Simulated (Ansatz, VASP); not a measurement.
# Ga: VASP beside Ansatz

```
Ga
1.0
     1.35477   -3.94430    0.00000
     1.35477    3.94430    0.00000
    -0.11505    0.00000    3.26195
Ga
2
Direct
  0.86900 0.13100 0.25000
  0.13100 0.86900 0.75000
```

Change from the starting cell: volume scaled by 0.94.

Alike in both runs: task single point; functional PBEsol; k mesh 14 × 14 × 11; occupations fermi-dirac, width 0.03 eV; no spin polarisation.

|  | VASP | Ansatz |
| --- | --- | --- |
| version | VASP 6.6.1 | Ansatz 0.2.0 |
| potentials or method | VASP PAW PBE potentials, release 64 (Ga_d), cutoff 520 eV | all-electron LAPW, scalar-relativistic |

```csv
,VASP,Ansatz,Ansatz less VASP
pressure (GPa),1.9,2.0,+0.05
"traceless stress, the component that is largest in VASP (GPa)",-0.18,-0.15,+0.027
rms of the force components (eV/Å),0.121,0.121,+0.0007
```

VASP's potentials were made for PBE, not for PBEsol. Atom by atom the forces differ by 0.001 eV/Å (rms over components). Ansatz ran all-electron here, and VASP with PAW potentials.
